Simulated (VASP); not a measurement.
Crystal: CdTe.

```xyz
2
Lattice="0.0000 3.2050 3.2050 3.2050 0.0000 3.2050 3.2050 3.2050 0.0000" Properties=species:S:1:pos:R:3 pbc="T T T"
Te    4.8075    4.8075    4.8075
Cd    0.0000    0.0000    0.0000
```

```yaml
Program: VASP 6.6.1
Task: relaxation of cell and atoms
Functional: RPBE
Potentials_or_basis: VASP PAW PBE potentials, release 64 (Te, Cd)
Cutoff: 600 eV
k_mesh: 7 × 7 × 7
Occupations: fermi-dirac, width 0.05 eV
Spin: no spin polarisation
```

At the start: pressure 6.1 GPa; volume 32.92 Å³/atom.

How do energy, volume and symmetry change on relaxing?

Over 3 steps the energy falls by 84.0 meV/atom and the volume is 37.95 Å³/atom (+15.3 %); space group F-43m (No. 216, to 0.05 Å).

Step by step:
```tsv
step	energy change (eV)	largest force (eV/Å)	pressure (GPa)	volume (Å³)
1	0.0000	0.0000	6.10	65.84
2	-0.1607	0.0000	-0.90	78.52
3	-0.1680	0.0000	0.04	75.91
```

Final structure:
```
Te Cd
1.0
     0.00000    3.36059    3.36059
     3.36059    0.00000    3.36059
     3.36059    3.36059    0.00000
Te Cd
1 1
Direct
  0.75000 0.75000 0.75000
  0.00000 0.00000 0.00000
```

Caveat: the volume moved by over 15 % at a fixed basis, so the end points are rough; the PAW data sets were made with another functional, which shifts forces and pressure a little; the volume moved by +15 % from the deposited cell, more than functionals usually miss.
